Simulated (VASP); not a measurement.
Write the native input for VASP 6.6.1 that does the following.

* Task: single point
* Functional: PBE
* Potentials or basis: VASP PAW PBE potentials, release 64 (Al, Ru_pv, H)
* Cutoff: 520 eV
* k mesh: 3 × 3 × 3
* Occupations: fermi-dirac, width 1 eV
* Spin: no spin polarisation
* Dipole correction: no
* Further INCAR settings: LREAL = Auto; ALGO = Normal; EDIFF = 1e-06; NBANDS = 82

The structure of Al8HRu8 (a cell with a defect) (H interstitial hop) lies in POSCAR:

```
Al8HRu8
1.0
    6.1881700300      0.0000000000      0.0000000000
    0.0000000000      6.1881700300      0.0000000000
    0.0000000000      0.0000000000      6.1881700300
Al Ru H
8 8 1
Direct
   -0.0009002661      0.0042990092     -0.0092914383
   -0.0009023669      0.0042896365      0.5097014117
   -0.0009020437      0.4960615150     -0.0006345979
   -0.0009051141      0.4960590910      0.5010545904
    0.4990956915      0.0005694737     -0.0031705658
    0.4991023170      0.0005691505      0.5035874879
    0.4990979538      0.4937042753     -0.0038546129
    0.4991010242      0.4937037905      0.5042746054
    0.2484598827      0.2473354792      0.2502109658
    0.2500540535      0.2495891342      0.7502069235
    0.2646376864      0.7439357642      0.2502129050
    0.2478614829      0.7475129121      0.7502074082
    0.7497332778      0.2473332169      0.2502061179
    0.7481439549      0.2495894574      0.7502095090
    0.7335598372      0.7439347946      0.2502085419
    0.7503345864      0.7475175985      0.7502099938
   -0.0009015589     -0.1747537632      0.2501823629
```

These files were run (other wordings do the same):

INCAR

```
ALGO = Normal ; EDIFF = 1E-6
ENCUT = 520 ; GGA = PE
ISIF = 2 ; ISMEAR = -1
LASPH = T ; LCHARG = T
LELF = T ; LREAL = Auto
LVHAR = T ; LWAVE = F
NBANDS = 82 ; NELM = 60
PREC = Accurate ; SIGMA = 1.0
```

KPOINTS

```
k-points
0
Gamma
  3 3 3
```

Potentials or basis: VASP PAW PBE potentials, release 64 (Al, Ru_pv, H).

Command:

```bash
$ cat potpaw_PBE.64/Al/POTCAR potpaw_PBE.64/Ru_pv/POTCAR potpaw_PBE.64/H/POTCAR > POTCAR
$ mpirun -np 1 vasp_std > vasp.out
```

It gave:

```
Pressure      : 1.6 GPa
Largest force : 0.008 eV/Å
```

Run time: 7.8 min on 1 thread of Intel(R) Xeon(R) Platinum 8488C (Sapphire Rapids), with other jobs on the host, peak memory 0.43 GiB.
